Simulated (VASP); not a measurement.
Wanted: the native input for a VASP 6.6.1 run.

```
Task                   : single point
Functional             : PBEsol
Potentials or basis    : VASP PAW PBE potentials, release 64 (Al, Ni)
Cutoff                 : 520 eV
k mesh                 : 12 × 12 × 8
Occupations            : gaussian, width 0.1 eV
Spin                   : no spin polarisation
Dipole correction      : no
Further INCAR settings : ALGO = Fast; EDIFF = 1e-06; NBANDS = 22
```

The structure of Al3Ni2 lies in POSCAR:

```
Al3Ni2
1.0
    4.0031396444      0.0000000000      0.0000000000
   -2.0015698222      3.4668206269      0.0000000000
    0.0000000000      0.0000000000      4.8594646131
Al Ni
3 2
Direct
    0.0000000000      0.0000000000      0.0000000000
    0.3333333333      0.6666666667      0.6477829060
    0.6666666667      0.3333333333      0.3522170940
    0.3333333333      0.6666666667      0.1455709066
    0.6666666667      0.3333333333      0.8544290934
```

One way to write it, as run:

INCAR

```
PREC = Accurate ; ENCUT = 520
EDIFF = 1E-6 ; ISMEAR = 0
SIGMA = 0.1 ; LREAL = F
LASPH = T ; NELM = 100
ALGO = Fast ; ISIF = 2
LWAVE = F ; LCHARG = F
GGA = PS ; NBANDS = 22
```

KPOINTS

```
Automatic mesh
0
Gamma
  12 12 8
```

Potentials or basis: VASP PAW PBE potentials, release 64 (Al, Ni).

The run is started by

```console
$ cat potpaw_PBE.64/Al/POTCAR potpaw_PBE.64/Ni/POTCAR > POTCAR
$ mpirun -np 1 vasp_std > vasp.out
```

It gave:

| Quantity | Value |
| --- | --- |
| Pressure | 0.2 GPa |
| Largest force | 0.011 eV/Å |

Caveat: the PAW data sets were made with another functional, which shifts forces and pressure a little.

It took 87 s on 1 thread of Intel(R) Xeon(R) 6975P-C (Granite Rapids), on a shared host, peak memory 0.29 GiB.
